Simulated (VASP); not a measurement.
InRu2:

```
In Ru
1.0
     3.33020    0.00000    0.00000
     0.00000    3.33020    0.00000
     0.00000    0.00000    4.93794
In Ru
1 2
Direct
  0.00000 0.00000 0.50000
  0.50000 0.00000 0.77776
  0.00000 0.50000 0.22224
```

```yaml
Program: VASP 6.6.1
Task: relaxation of cell and atoms
Functional: PBE
Potentials_or_basis: VASP PAW PBE potentials, release 64 (In_d, Ru_pv)
Cutoff: 600 eV
k_mesh: 6 × 6 × 4
Occupations: gaussian, width 0.1 eV
Spin: no spin polarisation
```

At the start: pressure 59.2 GPa; volume 18.25 Å³/atom.

How do energy, volume and symmetry change on relaxing?

Over 25 steps the energy falls by 3510.3 meV/atom and the volume is 17.44 Å³/atom (-4.5 %); space group P-4m2 (No. 115, to 0.05 Å).

The path:
| step | energy change (eV) | largest force (eV/Å) | pressure (GPa) | volume (Å³) |
| --- | --- | --- | --- | --- |
| 1 | 0.0000 | 13.5100 | 59.17 | 54.76 |
| 2 | -1.8781 | 1.2914 | -14.94 | 127.02 |
| 3 | -6.0284 | 2.4932 | -18.63 | 80.34 |
| 4 | -6.2330 | 2.8267 | -16.93 | 76.73 |
| 5 | -6.3512 | 3.9334 | -10.51 | 69.67 |
| 6 | -6.3729 | 3.5969 | -12.53 | 71.34 |
| 7 | -9.0899 | 2.7658 | -10.38 | 60.53 |
| 8 | 35.2247 | 15.4493 | 568.91 | 33.10 |
| 9 | -9.5192 | 1.8639 | -7.61 | 58.62 |
| 10 | -9.7930 | 1.7804 | 9.58 | 53.44 |
| 11 | -9.8629 | 0.1466 | 1.15 | 55.36 |
| 12 | -9.8683 | 0.4196 | 2.49 | 55.01 |
| 13 | -10.0915 | 1.8875 | -0.01 | 55.72 |
| 14 | -10.1230 | 2.3582 | -0.16 | 55.97 |
| 15 | -10.3132 | 1.5367 | -4.72 | 56.29 |
| 16 | -10.3035 | 0.3223 | -11.00 | 56.62 |
| 17 | -10.3812 | 0.4430 | -8.24 | 56.48 |
| 18 | -10.4895 | 0.3397 | -1.45 | 52.90 |
| 19 | -10.4899 | 0.3327 | -0.85 | 52.64 |
| 20 | -10.5205 | 0.1525 | -0.22 | 52.33 |
| 21 | -10.5298 | 0.0313 | 0.50 | 52.07 |
| 22 | -10.5299 | 0.0500 | 0.57 | 52.04 |
| 23 | -10.5304 | 0.0873 | -0.24 | 52.31 |
| 24 | -10.5304 | 0.0846 | -0.18 | 52.29 |
| 25 | -10.5308 | 0.0313 | -0.08 | 52.32 |

Final structure:
```xyz
3
Lattice="2.8664 0.0000 0.0000 0.0000 2.8664 0.0000 0.0000 0.0000 6.3675" Properties=species:S:1:pos:R:3 pbc="T T T"
In    2.8664    0.0000    3.1838
Ru    1.4332    0.0000    5.5927
Ru    0.0000    1.4332    0.7749
```
